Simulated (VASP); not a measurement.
A run of VASP 6.6.1 is set up as follows.

INCAR

```
SYSTEM = SrTl
  PREC = Accurate
  ENCUT = 520
  EDIFF = 1E-6
  ISMEAR = 0
  SIGMA = 0.1
  LREAL = .FALSE.
  LASPH = .TRUE.
  NELM = 80
  ALGO = Normal
  ISIF = 2
  LWAVE = .FALSE.
  LCHARG = .FALSE.
  GGA = CA
  NBANDS = 18
```

The input KPOINTS:

```
regular mesh
0
G
  4 4 4
  0 0 0
```

Contents of POSCAR:

```
SrTl
1.0
    4.0320000000      0.0000000000      0.0000000000
    0.0000000000      4.0320000000      0.0000000000
    0.0000000000      0.0000000000      4.0320000000
Sr Tl
1 1
Direct
    0.0000000000      0.0000000000      0.0000000000
    0.5000000000      0.5000000000      0.5000000000
```

Potentials or basis: VASP PAW LDA potentials, release 64 (Sr_sv, Tl_d).

Command:

```bash
$ cat potpaw_LDA.64/Sr_sv/POTCAR potpaw_LDA.64/Tl_d/POTCAR > POTCAR
$ mpirun -np 1 vasp_std > vasp.out
```

Q: What does it give for the pressure?

A: -1.9 GPa.

Caveat: the k points lie up to 0.39 Å⁻¹ apart.
